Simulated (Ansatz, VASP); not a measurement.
Two plane-wave programs on Si

```
Si
1.0
    -3.30102    3.30102    1.90825
     3.30102   -3.30102    1.90825
     3.30102    3.30102   -1.90825
Si
4
Direct
  0.17361 0.17361 0.35769
  0.82639 0.82639 0.64231
  0.17885 0.82115 0.00000
  0.82115 0.17885 0.00000
```

Change from the starting cell: mode 7 frozen in at +0.000 Å and mode 10 at -0.020 Å (largest displacements).

Alike in both runs: task single point; functional LDA; k mesh 10 × 10 × 10; occupations gaussian, width 0.03 eV; no spin polarisation.

```csv
,VASP,Ansatz
version,VASP 6.6.1,Ansatz 0.2.0
potentials or method,"VASP PAW LDA potentials, release 64 (Si), cutoff 520 eV","scalar-relativistic, plane waves, PAW"
valence electrons in the cell,16,16
```

Ansatz gave:

- gap on the k mesh at the Fermi level (eV): 0.16
- least direct gap on the mesh (eV): 0.22
- pressure (GPa): 0.1
- traceless stress, the component that is largest in VASP (GPa): -0.58
- rms of the force components (eV/Å): 0.209

**Question.** What did VASP give for the same quantities?

**Answer.** gap on the k mesh at the Fermi level (eV): 0.15; least direct gap on the mesh (eV): 0.22; pressure (GPa): 0.1; traceless stress, the component that is largest in VASP (GPa): -0.58; rms of the force components (eV/Å): 0.209.

Ansatz warns that its potentials were made for another functional, while VASP's fit it. LDA's correlation is that of Perdew and Zunger in VASP and of Perdew and Wang (1992) in Ansatz. Atom by atom the forces differ by 0.002 eV/Å (rms over components).
